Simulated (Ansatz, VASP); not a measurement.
**LaC: VASP beside Ansatz**

```xyz
2
Lattice="0.0000 2.6576 2.6576 2.6576 0.0000 2.6576 2.6576 2.6576 0.0000" Properties=species:S:1:pos:R:3 pbc="T T T"
La    2.6576    2.6576    2.6576
C     0.0000    0.0000    0.0000
```

Alike in both runs: task single point; functional PBEsol; k mesh 10 × 10 × 10; occupations gaussian, width 0.05 eV; no spin polarisation.

|  | VASP | Ansatz |
| --- | --- | --- |
| version | VASP 6.6.1 | Ansatz 0.2.0 |
| potentials or method | VASP PAW PBE potentials, release 64 (La, C), cutoff 520 eV | scalar-relativistic, plane waves, PAW |
| valence electrons in the cell | 15 | 15 |

```csv
,VASP,Ansatz,Ansatz less VASP
gap on the k mesh at the Fermi level (eV),none,none,-
pressure (GPa),1.7,1.7,-0.05
```

VASP's potentials were made for PBE, not for PBEsol. A gap of «none» marks a metal or a gap that the smearing closes. With one functional, cell and mesh, what is left measures potentials, basis and numerics.

Neither program's run includes spin-orbit coupling.
